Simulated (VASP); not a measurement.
BP: single point with LDA

The system is BP.

```
B P
1.0
     0.00000    2.16086    2.16086
     2.16086    0.00000    2.16086
     2.16086    2.16086    0.00000
B P
1 1
Direct
  0.00000 0.00000 0.00000
  0.75000 0.75000 0.75000
```

```json
{
  "Program": "VASP 6.6.1",
  "Task": "single point",
  "Functional": "LDA",
  "Potentials or basis": "VASP PAW LDA potentials, release 64 (B, P)",
  "Cutoff": "520 eV",
  "k mesh": "10 × 10 × 10",
  "Occupations": "gaussian, width 0.01 eV",
  "Spin": "no spin polarisation"
}
```

```
Pressure               : 24.8 GPa
Band gap on the k mesh : 1.01 eV, indirect (least direct gap 3.66 eV)
```

Levels at points of the mesh, in eV from the valence-band top:
```csv
k point,band 1,band 2,band 3,band 4,band 5,band 6,band 7,band 8,band 9
"(0.00, 0.00, 0.00)",-16.73,0.00,0.00,0.00,3.66,3.66,3.66,9.69,12.39
"(0.50, 0.00, 0.00)",-12.81,-10.10,-1.91,-1.91,4.71,4.79,4.79,10.46,15.59
"(0.50, 0.50, 0.00)",-11.12,-9.25,-4.63,-4.63,1.02,1.45,13.41,13.41,16.87
```

Run time: 7.1 s on 1 thread of Intel(R) Xeon(R) Platinum 8175M CPU @ 2.50GHz (Skylake/Cascade Lake), on a shared host, peak memory 0.12 GiB.

A k mesh can miss the band edges. A hybrid or GW would open this gap; LDA tends to underestimate it.
